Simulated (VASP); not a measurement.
Al: relaxation of cell and atoms with PBE

The system is Al.

```
Al
1.0
     4.17150    0.00000    0.00000
     0.00000    4.17150    0.00000
     0.00000    0.00000    4.17150
Al
4
Direct
  0.00000 0.00000 0.00000
  0.00000 0.50000 0.50000
  0.50000 0.00000 0.50000
  0.50000 0.50000 0.00000
```

| Quantity | Value |
| --- | --- |
| Program | VASP 6.6.1 |
| Task | relaxation of cell and atoms |
| Functional | PBE |
| Potentials or basis | VASP PAW PBE potentials, release 64 (Al) |
| Cutoff | 600 eV |
| k mesh | 6 × 6 × 6 |
| Occupations | methfessel-paxton, width 0.27 eV |
| Spin | no spin polarisation |
| Dipole correction | no |
| Further INCAR settings | ALGO = Normal; EDIFF = 1e-06; IBRION = 2; EDIFFG = -0.01; NSW = 40; ISIF = 3 |

The relaxed volume is 16.56 Å³/atom. The relaxed cell is a = 4.046 Å, b = 4.046 Å, c = 4.046 Å, α = 90.00°, β = 90.00°, γ = 90.00°. The space group after relaxing (to 0.05 Å) is Fm-3m (No. 225) and the energy gained by relaxing is 31.6 meV/atom. The ionic steps are 3 and the pressure after relaxing is 0.0 GPa. The band gap on the k mesh is zero (band 6 reaches 9.20 eV, above the bottom of band 7 at 3.59 eV).

The path:
```
step  energy change (eV)  largest force (eV/Å)  pressure (GPa)  volume (Å³)
   1              0.0000                0.0000           -5.91        72.59
   2             -0.1258                0.0000            0.55        65.78
   3             -0.1266                0.0000            0.01        66.23
```

Final structure:
```
Al
1.0
     4.04596    0.00000    0.00000
     0.00000    4.04596    0.00000
     0.00000    0.00000    4.04596
Al
4
Direct
  0.00000 0.00000 0.00000
  0.00000 0.50000 0.50000
  0.50000 0.00000 0.50000
  0.50000 0.50000 0.00000
```

Levels at points of the mesh, in eV from the Fermi level:
| k point | band 3 | band 4 | band 5 | band 6 | band 7 | band 8 | band 9 | band 10 |
| --- | --- | --- | --- | --- | --- | --- | --- | --- |
| (0.00, 0.00, 0.00) | -2.77 | -2.77 | -1.46 | -1.46 | -1.46 | 5.40 | 5.40 | 5.40 |
| (0.50, 0.00, 0.00) | -0.70 | -0.70 | -0.70 | -0.70 | 0.32 | 0.32 | 1.23 | 1.23 |
| (0.50, 0.50, 0.00) | -6.51 | -6.51 | 1.38 | 1.38 | 1.38 | 1.38 | 2.89 | 2.89 |
| (0.50, 0.50, 0.50) | -4.44 | -4.44 | -4.23 | -4.23 | -4.23 | -4.23 | 11.52 | 11.52 |

Wall time 13 s on 1 thread of Intel(R) Xeon(R) 6975P-C (Granite Rapids), with other jobs on the host, peak memory 0.2 GiB.
